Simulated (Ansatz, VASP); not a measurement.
## Au in VASP and in Ansatz

```xyz
2
Lattice="2.9798 0.0000 0.0000 -1.4899 2.5805 0.0000 0.0000 0.0000 5.0685" Properties=species:S:1:pos:R:3 pbc="T T T"
Au    0.0000    1.7204    1.2671
Au    1.4899    0.8602    3.8014
```

Alike in both runs: functional BLYP; k mesh 13 × 13 × 7; occupations fermi-dirac, width 0.1 eV; no spin polarisation.

Ansatz relaxed the structure, and its values are those at the end. VASP's run is a single point on that final structure, the one shown.

|  | VASP | Ansatz |
| --- | --- | --- |
| version | VASP 6.6.1 | Ansatz 0.2.0 |
| potentials or method | VASP PAW PBE potentials, release 64 (Au), cutoff 520 eV | plane waves (420 eV) with PAW, scalar-relativistic |
| valence electrons in the cell | 22 | 38 |

|  | VASP | Ansatz | Ansatz less VASP |
| --- | --- | --- | --- |
| pressure (GPa) | 0.4 | 0.0 | -0.41 |

VASP's potentials were made for PBE, not for BLYP. The functional is the same, so the differences come from potentials, cutoffs and numerics. VASP's potentials hold 22 valence electrons a cell and Ansatz's 38, so a difference there can come from the potentials and not from the codes.

Spin-orbit coupling is off throughout.
